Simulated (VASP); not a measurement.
Write the native input for VASP 6.6.1 that does the following.

- Task: single point
- Functional: PBEsol
- Potentials or basis: VASP PAW PBE potentials, release 64 (Al, O)
- Cutoff: 520 eV
- k mesh: 6 × 6 × 6
- Occupations: gaussian, width 0.05 eV
- Spin: no spin polarisation
- Dipole correction: no
- Further INCAR settings: ALGO = Normal; EDIFF = 1e-06; NBANDS = 35

The structure of Al2O3 lies in POSCAR:

```
Al2O3
1.0
    2.4941532063      1.4400000251      4.1838588652
   -2.4941532063      1.4400000251      4.1838588652
    0.0000000000     -2.8800000502      4.1838588652
Al O
4 6
Direct
    0.8520350473      0.8520350473      0.8520350473
    0.6479649527      0.6479649527      0.6479649527
    0.1479649527      0.1479649527      0.1479649527
    0.3520350473      0.3520350473      0.3520350473
    0.0558571577      0.4441428423      0.7500000000
    0.7500000000      0.0558571577      0.4441428423
    0.4441428423      0.7500000000      0.0558571577
    0.9441428423      0.5558571577      0.2500000000
    0.2500000000      0.9441428423      0.5558571577
    0.5558571577      0.2500000000      0.9441428423
```

This cell differs from its parent crystal: volume 9.016 Å^3 an atom, c/a of the conventional cell 2.5162.

These files were run (other wordings do the same):

INCAR

```
SYSTEM = Al2O3
ALGO = Normal
EDIFF = 1E-6
ENCUT = 520
GGA = PS
ISIF = 2
ISMEAR = 0
LASPH = .TRUE.
LCHARG = .FALSE.
LREAL = .FALSE.
LWAVE = .FALSE.
NBANDS = 35
NELM = 100
PREC = Accurate
SIGMA = 0.05
```

KPOINTS

```
k-points
0
G
  6 6 6
  0 0 0
```

Potentials or basis: VASP PAW PBE potentials, release 64 (Al, O).

Command:

```console
$ cat potpaw_PBE.64/Al/POTCAR potpaw_PBE.64/O/POTCAR > POTCAR
$ mpirun -np 1 vasp_std > vasp.out
```

Results of the run:

```
Pressure               : -11.7 GPa
Largest force          : 0.604 eV/Å
Band gap on the k mesh : 4.74 eV, direct
```

Caveat: the PAW data sets were made with another functional, which shifts forces and pressure a little.

Run time: 57 s on 1 thread of Intel(R) Xeon(R) 6975P-C (Granite Rapids), on a shared host, peak memory 0.26 GiB.
